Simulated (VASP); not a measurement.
Here is a VASP 6.6.1 calculation.

File POSCAR:

```
HgTe
1.0
   -2.9801834476      2.9801834476      1.6194784732
    2.9801834476     -2.9801834476      1.6194784732
    2.9801834476      2.9801834476     -1.6194784732
Hg Te
1 1
Direct
    0.2500000000      0.7500000000      0.5000000000
    0.0000000000      0.0000000000      0.0000000000
```

File INCAR.step1:

```
SYSTEM = HgTe
ALGO     = Normal         ! electronic algorithm
EDIFF    = 1E-4           ! SCF threshold, eV
ENCUT    = 520            ! plane-wave cutoff, eV
GGA      = PE             ! functional
ISMEAR   = 0              ! smearing method
LASPH    = .True.         ! aspherical terms in the spheres
LCHARG   = .False.        ! write CHGCAR
LREAL    = .False.        ! projectors in reciprocal space
LWAVE    = .True.         ! write WAVECAR
NBANDS   = 16             ! bands
NELM     = 100            ! most SCF steps
PREC     = Accurate       ! precision mode
SIGMA    = 0.1            ! smearing width, eV
```

The input INCAR.step2:

```
SYSTEM = HgTe
ALGO     = Normal         ! electronic algorithm
EDIFF    = 1E-6           ! SCF threshold, eV
ENCUT    = 520            ! plane-wave cutoff, eV
ISIF     = 2              ! what is computed and relaxed
ISMEAR   = 0              ! smearing method
ISTART   = 1            
LASPH    = .True.         ! aspherical terms in the spheres
LCHARG   = .True.         ! write CHGCAR
LELF     = .True.         ! ELF
LMIXTAU  = .True.       
LREAL    = .False.        ! projectors in reciprocal space
LVHAR    = .True.       
LWAVE    = .False.        ! write WAVECAR
METAGGA  = R2SCAN         ! meta-GGA
NBANDS   = 16             ! bands
NELM     = 100            ! most SCF steps
PREC     = Accurate       ! precision mode
SIGMA    = 0.1            ! smearing width, eV
```

The input KPOINTS:

```
k-points
0
Gamma
  16 16 16
  0 0 0
```

Potentials or basis: VASP PAW PBE potentials, release 64 (Hg, Te).

Run with:

```bash
$ cat potpaw_PBE.64/Hg/POTCAR potpaw_PBE.64/Te/POTCAR > POTCAR
$ cp INCAR.step1 INCAR
$ mpirun -np 1 vasp_std > vasp.out
$ cp INCAR.step2 INCAR
$ mpirun -np 1 vasp_std > vasp.out
```

Problem. What does it give for the band gap on the k mesh?

Solution. Zero (band 9 reaches 6.45 eV, above the bottom of band 10 at 2.31 eV).

Problem. Predict the pressure.

Solution. -1.1 GPa.

Stress tensor (GPa, compression positive):
```
-1.25  0.00  0.00
 0.00 -1.25  0.00
 0.00  0.00 -0.90
```

Caveat: the cell differs from its parent crystal (strained); the PAW data sets were made with another functional, which shifts forces and pressure a little; spin-orbit coupling is left out, which moves the levels of the heavy elements.
